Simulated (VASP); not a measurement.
Crystal: Pd.

```
CELL_PARAMETERS angstrom
0.00000 1.94650 1.94650
1.94650 0.00000 1.94650
1.94650 1.94650 0.00000
ATOMIC_POSITIONS crystal
Pd 0.00000 0.00000 0.00000
```

- Program: VASP 6.6.1
- Task: relaxation of cell and atoms
- Functional: revPBE
- Potentials or basis: VASP PAW PBE potentials, release 64 (Pd)
- Cutoff: 600 eV
- k mesh: 12 × 12 × 12
- Occupations: fermi-dirac, width 0.05 eV
- Spin: no spin polarisation

At the start: pressure 10.0 GPa; volume 14.75 Å³/atom.

Problem. Where does the relaxation end?

Solution. Over 4 steps the energy falls by 24.6 meV/atom and the volume is 15.59 Å³/atom (+5.7 %); space group Fm-3m (No. 225, to 0.05 Å).

The path:
```tsv
step	energy change (eV)	largest force (eV/Å)	pressure (GPa)	volume (Å³)
1	0.0000	0.0000	9.99	14.75
2	0.0139	0.0000	-9.35	16.80
3	-0.0246	0.0000	-0.11	15.60
4	-0.0246	0.0000	0.04	15.59
```

Final structure:
```
CELL_PARAMETERS angstrom
0.00000 1.98264 1.98264
1.98264 0.00000 1.98264
1.98264 1.98264 0.00000
ATOMIC_POSITIONS crystal
Pd 0.00000 0.00000 0.00000
```

Caveat: the PAW data sets were made with another functional, which shifts forces and pressure a little.
